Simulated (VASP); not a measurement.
# B (P6/mmm) in VASP: relaxation of cell and atoms with PBE

Aim: the relaxation of cell and atoms of B with PBE.

Program: VASP 6.6.1. These are calculated values, not measurements. Logs are shortened: lines on timing, memory, paths and dates and some standing lists are left out, and cuts for length are marked.

### 1 The cell of the first run

Symmetry: P6/mmm, No. 191, hexagonal system. The conventional cell has a = 2.025 Å, b = 2.025 Å, c = 1.904 Å, α = 90.00°, β = 90.00°, γ = 120.00°. B (site symmetry 6/mmm) has 8 B at 1.90 to 2.03 Å within 2.5 Å.

### 2 Relaxation of cell and atoms, PBE

The input, INCAR:

```
SYSTEM = B
ALGO = Normal
EDIFF = 1E-7
EDIFFG = -0.005
ENCUT = 500
GGA = PE
GGA_COMPAT = .FALSE.
IBRION = 2
ISIF = 3
ISMEAR = -1
LASPH = .TRUE.
LCHARG = .FALSE.
LREAL = .FALSE.
LWAVE = .FALSE.
NELM = 120
NELMIN = 4
NSW = 60
PREC = Accurate
SIGMA = 0.1
```

The input, KPOINTS:

```
k-points
0
G
  21 21 20
  0 0 0
```

The input, POSCAR:

```
B
1.0
    2.0250204042      0.0000000000      0.0000000000
   -1.0125102021      1.7537191132      0.0000000000
    0.0000000000      0.0000000000      1.9035191800
B
1
Direct
    0.0000000000      0.0000000000      0.0000000000
```

Potentials or basis: VASP PAW PBE potentials, release 64 (B).

The run is started by

```bash
> cat potpaw_PBE.64/B/POTCAR > POTCAR
> mpirun -np 1 vasp_std > vasp.out
```

OUTCAR:

```text
SYSTEM = B
   EDIFF = 1E-7
   EDIFFG = -0.005
   ENCUT = 500
   GGA = PE
   IBRION = 2
   ISIF = 3
   ISMEAR = -1
   LASPH = .TRUE.
   LREAL = .FALSE.
   NELM = 120
   NELMIN = 4
   NSW = 60
   PREC = Accurate

 ion  position               nearest neighbor table
   1  0.000  0.000  0.000-

  LATTYP: Found a hexagonal cell.
 ALAT       =     2.0250204042
 C/A-ratio  =     0.9400000000

  Lattice vectors:

 A1 = (   2.0250204042,   0.0000000000,   0.0000000000)
 A2 = (  -1.0125102021,   1.7537191132,   0.0000000000)
 A3 = (   0.0000000000,   0.0000000000,   1.9035191800)

Analysis of symmetry for initial positions (statically):
=====================================================================
 Subroutine PRICEL returns:
 Original cell was already a primitive cell.

 Routine SETGRP: Setting up the symmetry group for a
 hexagonal supercell.

 Subroutine GETGRP returns: Found 24 space group operations
 (whereof 24 operations were pure point group operations)
 out of a pool of 24 trial point group operations.

The static configuration has the point symmetry D_6h.

Analysis of symmetry for dynamics (positions and initial velocities):
=====================================================================
 Subroutine PRICEL returns:
 Original cell was already a primitive cell.

 Routine SETGRP: Setting up the symmetry group for a
 hexagonal supercell.

 Subroutine GETGRP returns: Found 24 space group operations
 (whereof 24 operations were pure point group operations)
 out of a pool of 24 trial point group operations.

The dynamic configuration has the point symmetry D_6h.

 Subroutine INISYM returns: Found 24 space group operations
 (whereof 24 operations are pure point group operations),
 and found     1 'primitive' translations

----------------------------------------------------------------------------------------

                                     Primitive cell

  volume of cell :       6.7600

  direct lattice vectors                    reciprocal lattice vectors
     2.025020404  0.000000000  0.000000000     0.493822185  0.285108371  0.000000000
    -1.012510202  1.753719113  0.000000000     0.000000000  0.570216743  0.000000000
     0.000000000  0.000000000  1.903519180     0.000000000  0.000000000  0.525342750

  length of vectors
     2.025020404  2.025020404  1.903519180     0.570216743  0.570216743  0.525342750

  position of ions in fractional coordinates (direct lattice)
     0.000000000  0.000000000  0.000000000

  ion indices of the primitive-cell ions
   primitive index   ion index
                 1           1

----------------------------------------------------------------------------------------

 KPOINTS: k-points

Automatic generation of k-mesh.
 Grid dimensions read from file:
 generate k-points for:   21   21   20

 Generating k-lattice:

  Cartesian coordinates                     Fractional coordinates (reciprocal lattice)
     0.023515342  0.013576589  0.000000000     0.047619048 -0.000000000  0.000000000
     0.000000000  0.027153178  0.000000000     0.000000000  0.047619048  0.000000000
     0.000000000  0.000000000  0.026267137     0.000000000  0.000000000  0.050000000

  Length of vectors
     0.027153178  0.027153178  0.026267137

  Shift w.r.t. Gamma in fractional coordinates (k-lattice)
     0.000000000  0.000000000  0.000000000

 Subroutine IBZKPT returns following result:
 ===========================================

 Found    528 irreducible k-points:

 Following reciprocal coordinates:
            Coordinates               Weight
  0.000000  0.000000  0.000000      1.000000
  0.047619  0.000000  0.000000      6.000000
  0.095238  0.000000  0.000000      6.000000
  0.142857  0.000000  0.000000      6.000000
  0.190476  0.000000  0.000000      6.000000
  0.238095  0.000000  0.000000      6.000000
[... 16 lines left out ...]
  0.142857  0.095238  0.000000     12.000000
  0.190476  0.095238  0.000000     12.000000
 [... further k-points ...]
   k-points           NKPTS =    528   k-points in BZ     NKDIM =    528   number of bands    NBANDS=      5
   number of dos      NEDOS =    301   number of ions     NIONS =      1
   total plane-waves  NPLWV =   3584
   dimension x,y,z NGX =    16 NGY =   16 NGZ =   14
   dimension x,y,z NGXF=    32 NGYF=   32 NGZF=   28
   ions per type =               1
   NGX,Y,Z   is equivalent  to a cutoff of  13.14, 13.14, 12.23 a.u.
   NGXF,Y,Z  is equivalent  to a cutoff of  26.27, 26.27, 24.45 a.u.
 SYSTEM =  B
   PREC   = accura    normal or accurate (medium, high low for compatibility)
   ISTART =      0    job   : 0-new  1-cont  2-samecut
   ICHARG =      2    charge: 1-file 2-atom 10-const
   ISPIN  =      1    spin polarized calculation?
   LNONCOLLINEAR =      F non collinear calculations
   LSORBIT =      F    spin-orbit coupling
   LASPH  =      T    aspherical Exc in radial PAW
   ENCUT  =  500.0 eV  36.75 Ry    6.06 a.u.   3.69  3.69  3.47*2*pi/ulx,y,z
   NELM   =    120;   NELMIN=  4; NELMDL= -5     # of ELM steps
   EDIFF  = 0.1E-06   stopping-criterion for ELM
   LREAL  =      F    real-space projection
   EDIFFG = -.5E-02   stopping-criterion for IOM
   NSW    =     60    number of steps for IOM
   IBRION =      2    ionic relax: 0-MD 1-quasi-New 2-CG
   NFREE  =      1    steps in history (QN), initial steepest desc. (CG)
   ISIF   =      3    stress and relaxation
   ISYM   =      2    0-nonsym 1-usesym 2-fastsym
   POTIM  = 0.5000    time-step for ionic-motion
   TEBEG  =    0.0;   TEEND  =   0.0 temperature during run
   PSTRESS=    0.0 pullay stress
   NELECT =       3.0000    total number of electrons
   NUPDOWN=      -1.0000    fix difference up-down
   EMIN   =  10.00;   EMAX   =-10.00  energy-range for DOS
   EFERMI =   0.00;   METHOD = LEGACY
   ISMEAR =    -1;   SIGMA  =   0.10  broadening in eV -4-tet -1-fermi 0-gaus
   EFERMI_NEDOS =   21; number of points for ismear=-14 and -15
   IALGO  =     38    algorithm
   IMIX   =      4    mixing-type and parameters
     AMIX     =   0.40;   BMIX     =  1.00
     AMIX_MAG =   1.60;   BMIX_MAG =  1.00
  volume/ion in A,a.u.               =       6.76        45.62
  Fermi-wavevector in a.u.,A,eV,Ry     =   1.248724  2.359746 21.215712  1.559311
  Thomas-Fermi vector in A             =   2.382797
   LORBIT       =      0    0 simple, 1 ext, 2 COOP (PROOUT), +10 PAW based schemes
   GGA     = PE    functional components
   LHFCALC =     F    Hartree Fock is set to
   AEXX    =    0.0000 exact exchange contribution
   IVDW    =     0    specifies the selected vdW correction
   LEPSILON=     F    determine dielectric tensor
   LRPA    =     F    only Hartree local field effects (RPA)
 conjugate gradient relaxation of ions
 non-spin polarized calculation
  energy-cutoff  :      500.00
  volume of cell :        6.76
 maximum number of plane-waves:       186
 NGX is ok and might be reduce to    16
   NGX =  7   NGY =  7   NGZ =  7

--------------------------------------- Ionic step        1  -------------------------------------------

 number of electron       3.0000000 magnetization

 Free energy of the ion-electron system (eV)
  ---------------------------------------------------
  ext. energy  EPLUGINS =         0.00000000
  ---------------------------------------------------
  free energy    TOTEN  =        -5.43587626 eV

  energy without entropy =       -5.42457955  energy(sigma->0) =       -5.43022791

------------------------ aborting loop because EDIFF is reached ----------------------------------------

  FORCE on cell =-STRESS in cart. coord.  units (eV):
  Direction    XX          YY          ZZ          XY          YZ          ZX
  --------------------------------------------------------------------------------------
  -------------------------------------------------------------------------------------
  Total       -0.9569671     -0.9569671      0.8751702      0.0000000     -0.0000000      0.0000000
  in kB     -226.8093087   -226.8093087    207.4227661      0.0000000     -0.0000000      0.0000000
  external PRESSURE =     -82.0652838 kB  Pullay stress =       0.0000000 kB
[... 55 lines left out ...]
  energy  without entropy=       -5.5476804987  energy(sigma->0) =       -5.55286989

--------------------------------------- Ionic step        3  -------------------------------------------

 number of electron       3.0000000 magnetization

 E-fermi :  11.0650     XC(G=0): -13.2046

 val. band max:       11.0366271276   @ k =   0.3810   0.1429   0.1500
 cond. band min:      11.0659695614   @ k =   0.1429   0.0952   0.1500
 fundamental gap:      0.0293424338
 Fermi energy:        11.0650343216

 k-point     1 :       0.0000    0.0000    0.0000
  band No.  band energies     occupation
      1      -8.9232      2.00000
      2      12.0735      0.00008
      3      23.2782      0.00000
      4      37.0894      0.00000
      5      37.0894      0.00000

 k-point     2 :       0.0476    0.0000    0.0000
  band No.  band energies     occupation
      1      -8.8056      2.00000
      2      12.2205      0.00002
      3      23.2893      0.00000
      4      36.7037      0.00000
      5      36.7045      0.00000
[... 204 lines left out ...]
  FREE ENERGIE OF THE ION-ELECTRON SYSTEM (eV)
  ---------------------------------------------------
  free  energy   TOTEN  =        -5.3608835228 eV

  energy  without entropy=       -5.3518234455  energy(sigma->0) =       -5.35635348

[... ionic steps 4 to 20 ...]

--------------------------------------- Ionic step       21  -------------------------------------------

 number of electron       3.0000000 magnetization

------------------------ aborting loop because EDIFF is reached ----------------------------------------

  FORCE on cell =-STRESS in cart. coord.  units (eV):
  Direction    XX          YY          ZZ          XY          YZ          ZX
  --------------------------------------------------------------------------------------
  -------------------------------------------------------------------------------------
  Total       -0.0005239     -0.0005239      0.0270738      0.0000000      0.0000000     -0.0000000
  in kB       -0.1075456     -0.1075456      5.5573249      0.0000000      0.0000000     -0.0000000
  external PRESSURE =       1.7807446 kB  Pullay stress =       0.0000000 kB
[... 55 lines left out ...]
  energy  without entropy=       -5.8811747522  energy(sigma->0) =       -5.88635106

--------------------------------------- Ionic step       23  -------------------------------------------

 number of electron       3.0000000 magnetization

 Free energy of the ion-electron system (eV)
  ---------------------------------------------------
  ext. energy  EPLUGINS =         0.00000000
  ---------------------------------------------------
  free energy    TOTEN  =        -5.89154679 eV

  energy without entropy =       -5.88117227  energy(sigma->0) =       -5.88635953

 E-fermi :   6.8802     XC(G=0): -11.1311

 val. band max:        6.8675931202   @ k =   0.2857   0.1429   0.4000
 cond. band min:       6.8836704831   @ k =   0.3810   0.1905   0.0000
 fundamental gap:      0.0160773628
 Fermi energy:         6.8802049374

 k-point     1 :       0.0000    0.0000    0.0000
  band No.  band energies     occupation
      1     -10.7368      2.00000
      2       1.4669      2.00000
      3      10.6705      0.00000
      4      31.3138      0.00000
      5      31.3138      0.00000

 k-point     2 :       0.0476    0.0000    0.0000
  band No.  band energies     occupation
      1     -10.6298      2.00000
      2       1.6130      2.00000
      3      10.7820      0.00000
      4      30.8505      0.00000
      5      30.9773      0.00000
[... 204 lines left out ...]
  FREE ENERGIE OF THE ION-ELECTRON SYSTEM (eV)
  ---------------------------------------------------
  free  energy   TOTEN  =        -5.8915467872 eV

  energy  without entropy=       -5.8811722668  energy(sigma->0) =       -5.88635953

 reached required accuracy - stopping structural energy minimisation
```

It took 1.8 min on 1 thread of Intel Xeon Platinum 8124M at 3.00GHz (Skylake/Cascade Lake), shared host; peak memory 0.12 GiB.

Results:

| Item | Value |
| --- | --- |
| Free energy | -5.8915 eV |
| Relaxed volume | 7.83 Å³/atom |
| Relaxed cell | a = 1.711 Å, b = 1.711 Å, c = 3.087 Å, α = 90.00°, β = 90.00°, γ = 120.00° |
| Space group after relaxing (to 0.05 Å) | P6/mmm (No. 191) |
| Energy gained by relaxing | 455.7 meV/atom |
| Ionic steps | 23 |
| Pressure after relaxing | 0.0 GPa |

Step by step:
```csv
step,energy change (eV),largest force (eV/Å),pressure (GPa),volume (Å³)
1,0.0000,0.0000,-8.21,6.76
2,-0.1222,0.0000,-1.65,6.41
3,0.0750,0.0000,84.88,5.34
4,-0.1663,0.0000,13.60,6.10
5,-0.1662,0.0000,17.57,6.03
6,-0.2144,0.0000,2.90,6.50
7,-0.2253,0.0000,-1.78,6.72
8,-0.2490,0.0000,-8.74,7.15
9,-0.3418,0.0000,-18.35,7.98
10,-0.3317,0.0000,-21.47,9.55
11,-0.3765,0.0000,-21.04,8.55
12,-0.3974,0.0000,-19.29,8.67
13,-0.4098,0.0000,-15.56,8.82
14,-0.4097,0.0000,-16.17,8.80
15,-0.4222,0.0000,-14.16,8.64
16,-0.4482,0.0000,-7.30,8.20
17,-0.4412,0.0000,11.33,7.34
18,-0.4556,0.0000,-0.65,7.84
19,-0.4556,0.0000,-0.21,7.82
20,-0.4556,0.0000,0.19,7.80
21,-0.4556,0.0000,0.18,7.81
22,-0.4557,0.0000,0.13,7.81
23,-0.4557,0.0000,0.03,7.83
```

Final structure:
```cif
data_structure
_symmetry_space_group_name_H-M 'P 1'
_symmetry_Int_Tables_number 1
_cell_length_a 1.7112
_cell_length_b 1.7112
_cell_length_c 3.0868
_cell_angle_alpha 90.000
_cell_angle_beta 90.000
_cell_angle_gamma 120.000
_cell_volume 7.83
loop_
_atom_site_label
_atom_site_type_symbol
_atom_site_fract_x
_atom_site_fract_y
_atom_site_fract_z
_atom_site_occupancy
B1 B 0.00000 0.00000 0.00000 1
```

Caveat: the volume moved by over 15 % at a fixed basis, so the end points are rough.
